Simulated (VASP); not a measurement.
# Ga2O3 (dlda) (C2/m) in VASP: single point with LDA

Aim: the single point of Ga2O3 (dlda) with LDA.

Program: VASP 6.6.1. These are calculated values, not measurements. Logs are shortened: lines on timing, memory, paths and dates and some standing lists are left out, and cuts for length are marked.

## Step 1: The cell of the first run

Symmetry: C2/m, No. 12, monoclinic system. Conventional cell: a = 12.214 Å, b = 3.037 Å, c = 5.798 Å, α = 90.00°, β = 103.83°, γ = 90.00°. Within 2.4 Å of Ga (site symmetry m) lie 4 O at 1.83 to 1.86 Å. Ga (site symmetry m) has 6 O at 1.94 to 2.07 Å within 2.6 Å. Within 2.4 Å of O (site symmetry m) lie 3 Ga at 1.83 to 1.94 Å. Within 2.5 Å of O (site symmetry m) lie 4 Ga at 1.86 to 2.07 Å. Within 2.4 Å of O (site symmetry m) lie 3 Ga at 1.83 to 1.94 Å.

## Step 2: Single point, LDA

INCAR

```
  PREC = Accurate
  ENCUT = 520
  EDIFF = 1E-6
  ISMEAR = 0
  SIGMA = 0.1
  LREAL = F
  LASPH = T
  NELM = 60
  ALGO = Normal
  ISIF = 2
  LWAVE = F
  LCHARG = T
  LELF = T
  LVHAR = T
  NBANDS = 55
```

KPOINTS

```
regular mesh
0
Gamma
  6 6 4
```

POSCAR

```
Ga2O3
1.0
    6.1070000000     -1.5185500000      0.0000000000
    6.1070000000      1.5185500000      0.0000000000
   -1.3859889000      0.0000000000      5.6300087400
Ga O
4 6
Direct
    0.0905000000      0.0905000000      0.7946000000
    0.9095000000      0.9095000000      0.2054000000
    0.6586600000      0.6586600000      0.3140200000
    0.3413400000      0.3413400000      0.6859800000
    0.1645000000      0.1645000000      0.1098000000
    0.8355000000      0.8355000000      0.8902000000
    0.1733000000      0.1733000000      0.5632000000
    0.8267000000      0.8267000000      0.4368000000
    0.4959000000      0.4959000000      0.2566000000
    0.5041000000      0.5041000000      0.7434000000
```

Potentials or basis: VASP PAW LDA potentials, release 64 (Ga_d, O).

Run with:

```
$ cat potpaw_LDA.64/Ga_d/POTCAR potpaw_LDA.64/O/POTCAR > POTCAR
$ mpirun -np 1 vasp_std > vasp.out
```

OUTCAR:

```text
PREC = Accurate
   ENCUT = 520
   EDIFF = 1E-6
   ISMEAR = 0
   LREAL = F
   LASPH = T
   NELM = 60
   ISIF = 2

 ion  position               nearest neighbor table
   1  0.090  0.090  0.795-  10 1.83  10 1.83   5 1.83   7 1.86
   2  0.910  0.910  0.205-   9 1.83   9 1.83   6 1.83   8 1.86
   3  0.659  0.659  0.314-   9 1.94   5 1.94   5 1.94   8 2.01   7 2.07   7 2.07
   4  0.341  0.341  0.686-  10 1.94   6 1.94   6 1.94   7 2.01   8 2.07   8 2.07
   5  0.164  0.164  0.110-   1 1.83   3 1.94   3 1.94
   6  0.836  0.836  0.890-   2 1.83   4 1.94   4 1.94
   7  0.173  0.173  0.563-   1 1.86   4 2.01   3 2.07   3 2.07
   8  0.827  0.827  0.437-   2 1.86   3 2.01   4 2.07   4 2.07
   9  0.496  0.496  0.257-   2 1.83   2 1.83   3 1.94
  10  0.504  0.504  0.743-   1 1.83   1 1.83   4 1.94

  LATTYP: Found a base centered monoclinic cell.
 ALAT       =    12.2140000000
 B/A-ratio  =     0.2486572785
 C/A-ratio  =     0.4747093502
 COS(beta)  =    -0.2390419102

  Lattice vectors:

 A1 = (   6.1070000000,  -1.5185500000,   0.0000000000)
 A2 = (   6.1070000000,   1.5185500000,   0.0000000000)
 A3 = (  -1.3859889000,   0.0000000000,   5.6300087400)

Analysis of symmetry for initial positions (statically):
=====================================================================
 Subroutine PRICEL returns:
 Original cell was already a primitive cell.

 Routine SETGRP: Setting up the symmetry group for a
 base centered monoclinic supercell.

 Subroutine GETGRP returns: Found  4 space group operations
 (whereof  4 operations were pure point group operations)
 out of a pool of  4 trial point group operations.

The static configuration has the point symmetry C_2h.

Analysis of symmetry for dynamics (positions and initial velocities):
=====================================================================
 Subroutine PRICEL returns:
 Original cell was already a primitive cell.

 Routine SETGRP: Setting up the symmetry group for a
 base centered monoclinic supercell.

 Subroutine GETGRP returns: Found  4 space group operations
 (whereof  4 operations were pure point group operations)
 out of a pool of  4 trial point group operations.

The dynamic configuration has the point symmetry C_2h.

 Subroutine INISYM returns: Found  4 space group operations
 (whereof  4 operations are pure point group operations),
 and found     1 'primitive' translations

----------------------------------------------------------------------------------------

                                     Primitive cell

  volume of cell :     104.4230

  direct lattice vectors                    reciprocal lattice vectors
     6.107000000 -1.518550000  0.000000000     0.081873260 -0.329261467  0.020155462
     6.107000000  1.518550000  0.000000000     0.081873260  0.329261467  0.020155462
    -1.385988900  0.000000000  5.630008740     0.000000000  0.000000000  0.177619618

  length of vectors
     6.292967750  6.292967750  5.798100003     0.339886138  0.339886138  0.177619618

  position of ions in fractional coordinates (direct lattice)
     0.090500000  0.090500000  0.794600000
     0.909500000  0.909500000  0.205400000
     0.658660000  0.658660000  0.314020000
     0.341340000  0.341340000  0.685980000
     0.164500000  0.164500000  0.109800000
     0.835500000  0.835500000  0.890200000
     0.173300000  0.173300000  0.563200000
     0.826700000  0.826700000  0.436800000
     0.495900000  0.495900000  0.256600000
     0.504100000  0.504100000  0.743400000

  ion indices of the primitive-cell ions
   primitive index   ion index
                 1           1
                 2           2
                 3           3
                 4           4
                 5           5
                 6           6
                 7           7
                 8           8
                 9           9
                10          10

----------------------------------------------------------------------------------------

 KPOINTS: regular mesh

Automatic generation of k-mesh.
 Grid dimensions read from file:
 generate k-points for:    6    6    4

 Generating k-lattice:

  Cartesian coordinates                     Fractional coordinates (reciprocal lattice)
     0.013645543 -0.054876911  0.003359244     0.166666667 -0.000000000  0.000000000
     0.013645543  0.054876911  0.003359244    -0.000000000  0.166666667  0.000000000
     0.000000000  0.000000000  0.044404904     0.000000000  0.000000000  0.250000000

  Length of vectors
     0.056647690  0.056647690  0.044404904

  Shift w.r.t. Gamma in fractional coordinates (k-lattice)
     0.000000000  0.000000000  0.000000000

 Subroutine IBZKPT returns following result:
 ===========================================

 Found     47 irreducible k-points:

 Following reciprocal coordinates:
            Coordinates               Weight
  0.000000  0.000000  0.000000      1.000000
  0.166667  0.000000  0.000000      4.000000
  0.333333  0.000000  0.000000      4.000000
  0.500000  0.000000 -0.000000      2.000000
  0.166667  0.166667  0.000000      2.000000
  0.333333  0.166667 -0.000000      4.000000
[... 16 lines left out ...]
 -0.333333  0.166667  0.250000      4.000000
 -0.166667  0.166667  0.250000      4.000000
 [... further k-points ...]
   k-points           NKPTS =     47   k-points in BZ     NKDIM =     47   number of bands    NBANDS=     55
   number of dos      NEDOS =    301   number of ions     NIONS =     10
   total plane-waves  NPLWV = 110592
   dimension x,y,z NGX =    48 NGY =   48 NGZ =   48
   dimension x,y,z NGXF=    96 NGYF=   96 NGZF=   96
   ions per type =               4   6
   NGX,Y,Z   is equivalent  to a cutoff of  12.68, 12.68, 13.76 a.u.
   NGXF,Y,Z  is equivalent  to a cutoff of  25.36, 25.36, 27.53 a.u.
 SYSTEM =  unknown system
   PREC   = accura    normal or accurate (medium, high low for compatibility)
   ISTART =      0    job   : 0-new  1-cont  2-samecut
   ICHARG =      2    charge: 1-file 2-atom 10-const
   ISPIN  =      1    spin polarized calculation?
   LNONCOLLINEAR =      F non collinear calculations
   LSORBIT =      F    spin-orbit coupling
   LASPH  =      T    aspherical Exc in radial PAW
   ENCUT  =  520.0 eV  38.22 Ry    6.18 a.u.  11.70 11.70 10.78*2*pi/ulx,y,z
   NELM   =     60;   NELMIN=  2; NELMDL= -5     # of ELM steps
   EDIFF  = 0.1E-05   stopping-criterion for ELM
   LREAL  =      F    real-space projection
   EDIFFG = 0.1E-04   stopping-criterion for IOM
   NSW    =      0    number of steps for IOM
   IBRION =     -1    ionic relax: 0-MD 1-quasi-New 2-CG
   NFREE  =      0    steps in history (QN), initial steepest desc. (CG)
   ISIF   =      2    stress and relaxation
   ISYM   =      2    0-nonsym 1-usesym 2-fastsym
   POTIM  = 0.5000    time-step for ionic-motion
   TEBEG  =    0.0;   TEEND  =   0.0 temperature during run
   PSTRESS=    0.0 pullay stress
   NELECT =      88.0000    total number of electrons
   NUPDOWN=      -1.0000    fix difference up-down
   EMIN   =  10.00;   EMAX   =-10.00  energy-range for DOS
   EFERMI =   0.00;   METHOD = LEGACY
   ISMEAR =     0;   SIGMA  =   0.10  broadening in eV -4-tet -1-fermi 0-gaus
   EFERMI_NEDOS =   21; number of points for ismear=-14 and -15
   IALGO  =     38    algorithm
   IMIX   =      4    mixing-type and parameters
     AMIX     =   0.40;   BMIX     =  1.00
     AMIX_MAG =   1.60;   BMIX_MAG =  1.00
  volume/ion in A,a.u.               =      10.44        70.47
  Fermi-wavevector in a.u.,A,eV,Ry     =   1.546335  2.922150 32.533613  2.391153
  Thomas-Fermi vector in A             =   2.651586
   LORBIT       =      0    0 simple, 1 ext, 2 COOP (PROOUT), +10 PAW based schemes
   GGA     = CA    functional components
   LHFCALC =     F    Hartree Fock is set to
   AEXX    =    0.0000 exact exchange contribution
   IVDW    =     0    specifies the selected vdW correction
   LEPSILON=     F    determine dielectric tensor
   LRPA    =     F    only Hartree local field effects (RPA)
 non-spin polarized calculation
 Gauss-broadening in eV      SIGMA  =   0.10
  energy-cutoff  :      520.00
  volume of cell :      104.42
 maximum number of plane-waves:      2846
   NGX = 23   NGY = 23   NGZ = 21

 number of electron      88.0000020 magnetization

 Free energy of the ion-electron system (eV)
  ---------------------------------------------------
  ext. energy  EPLUGINS =         0.00000000
  ---------------------------------------------------
  free energy    TOTEN  =       -68.22241969 eV

  energy without entropy =      -68.22241969  energy(sigma->0) =      -68.22241969

 E-fermi :   4.0727     XC(G=0): -12.2167

 val. band max:        3.6163073823   @ k =   0.5000   0.5000   0.5000
 cond. band min:       5.9581283467   @ k =   0.0000   0.0000   0.0000
 fundamental gap:      2.3418209644
 Fermi energy:         4.0727053331

 k-point     1 :       0.0000    0.0000    0.0000
  band No.  band energies     occupation
      1     -15.1319      2.00000
      2     -13.9175      2.00000
      3     -13.8832      2.00000
      4     -13.7705      2.00000
      5     -13.2654      2.00000
      6     -13.2592      2.00000
[... 47 lines left out ...]
     54      15.7385      0.00000
     55      16.0609      0.00000

 k-point     2 :       0.1667    0.0000    0.0000
  band No.  band energies     occupation
      1     -14.9105      2.00000
      2     -13.8781      2.00000
      3     -13.8310      2.00000
      4     -13.6344      2.00000
      5     -13.2761      2.00000
      6     -13.2639      2.00000
[... 47 lines left out ...]
     54      14.6008      0.00000
     55      14.6589      0.00000

 k-point     3 :       0.3333    0.0000    0.0000
  band No.  band energies     occupation
      1     -14.3673      2.00000
      2     -13.7823      2.00000
      3     -13.6716      2.00000
      4     -13.5140      2.00000
      5     -13.2792      2.00000
      6     -13.2716      2.00000
[... 1152 lines left out ...]
 k-point    23 :      -0.3333    0.1667    0.2500
  band No.  band energies     occupation
      1     -13.8945      2.00000
      2     -13.7298      2.00000
      3     -13.6431      2.00000
      4     -13.5540      2.00000
      5     -13.3019      2.00000
      6     -13.2850      2.00000
[... 47 lines left out ...]
     54      15.1519      0.00000
     55      15.5401      0.00000

 k-point    24 :      -0.1667    0.1667    0.2500
  band No.  band energies     occupation
      1     -14.3275      2.00000
      2     -13.7868      2.00000
      3     -13.6764      2.00000
      4     -13.5044      2.00000
      5     -13.3392      2.00000
      6     -13.2600      2.00000
[... 47 lines left out ...]
     54      14.5329      0.00000
     55      15.1917      0.00000

 [... further k-points ...]
[... 5 lines left out ...]
  --------------------------------------------------------------------------------------
  -------------------------------------------------------------------------------------
  Total       -1.4459333     -1.3556743     -1.8049644      0.0000000      0.0000000      0.0113017
  in kB      -22.1851699    -20.8003127    -27.6938375      0.0000000      0.0000000      0.1734031
  external PRESSURE =     -23.5597733 kB  Pullay stress =       0.0000000 kB

 VOLUME and BASIS-vectors are now :
 -----------------------------------------------------------------------------
  energy-cutoff  :      520.00
  volume of cell :      104.42
      direct lattice vectors                 reciprocal lattice vectors
     6.107000000 -1.518550000  0.000000000     0.081873260 -0.329261467  0.020155462
     6.107000000  1.518550000  0.000000000     0.081873260  0.329261467  0.020155462
    -1.385988900  0.000000000  5.630008740     0.000000000  0.000000000  0.177619618

 POSITION                                       TOTAL-FORCE (eV/Angst)
 -----------------------------------------------------------------------------------
      0.00406      0.00000      4.47360         0.046059      0.000000      0.052875
     10.82395      0.00000      1.15640        -0.046059      0.000000     -0.052875
      7.60965      0.00000      1.76794        -0.015641      0.000000      0.050561
      3.21837      0.00000      3.86207         0.015641      0.000000     -0.050561
      1.85702      0.00000      0.61817        -0.020122      0.000000     -0.027226
      8.97099      0.00000      5.01183         0.020122      0.000000      0.027226
      1.33610      0.00000      3.17082         0.054653      0.000000     -0.063239
      9.49191      0.00000      2.45919        -0.054653      0.000000      0.063239
      5.70128      0.00000      1.44466         0.096921      0.000000      0.007512
      5.12673      0.00000      4.18535        -0.096921      0.000000     -0.007512
 -----------------------------------------------------------------------------------
    total drift:                                0.000000      0.000000      0.000000

  FREE ENERGIE OF THE ION-ELECTRON SYSTEM (eV)
  ---------------------------------------------------
  free  energy   TOTEN  =       -68.2224196884 eV

  energy  without entropy=      -68.2224196884  energy(sigma->0) =      -68.22241969
```

Wall time 16 min (1 thread of AMD EPYC 7R13 (Zen 3), shared host); peak memory 0.34 GiB.

What came out:

* Free energy: -68.2224 eV
* Pressure: -2.4 GPa
* Largest force: 0.097 eV/Å
* Band gap on the k mesh: 2.34 eV, indirect (least direct gap 2.36 eV)

Forces on the atoms (eV/Å):
```
Ga   0.046  0.000  0.053
Ga  -0.046  0.000 -0.053
Ga  -0.016  0.000  0.051
Ga   0.016  0.000 -0.051
O   -0.020  0.000 -0.027
O    0.020  0.000  0.027
O    0.055  0.000 -0.063
O   -0.055  0.000  0.063
O    0.097  0.000  0.008
O   -0.097  0.000 -0.008
```

Levels at points of the mesh, in eV from the valence-band top:
| k point | band 42 | band 43 | band 44 | band 45 | band 46 | band 47 |
| --- | --- | --- | --- | --- | --- | --- |
| (0.00, 0.00, 0.00) | -0.48 | -0.28 | -0.02 | 2.34 | 5.56 | 6.54 |
| (0.50, 0.00, 0.00) | -0.73 | -0.47 | -0.11 | 5.47 | 6.38 | 7.10 |
| (0.50, 0.50, 0.00) | -0.68 | -0.42 | -0.15 | 4.48 | 4.74 | 5.61 |
| (0.00, 0.00, 0.50) | -0.64 | -0.51 | -0.30 | 4.70 | 4.81 | 6.61 |
| (0.50, 0.00, 0.50) | -1.06 | -0.75 | -0.65 | 6.76 | 6.79 | 7.68 |
| (0.50, 0.50, 0.50) | -0.62 | -0.60 | 0.00 | 5.10 | 5.21 | 6.15 |

A k mesh can miss the band edges. As with any semilocal functional, this LDA gap is likely too small.
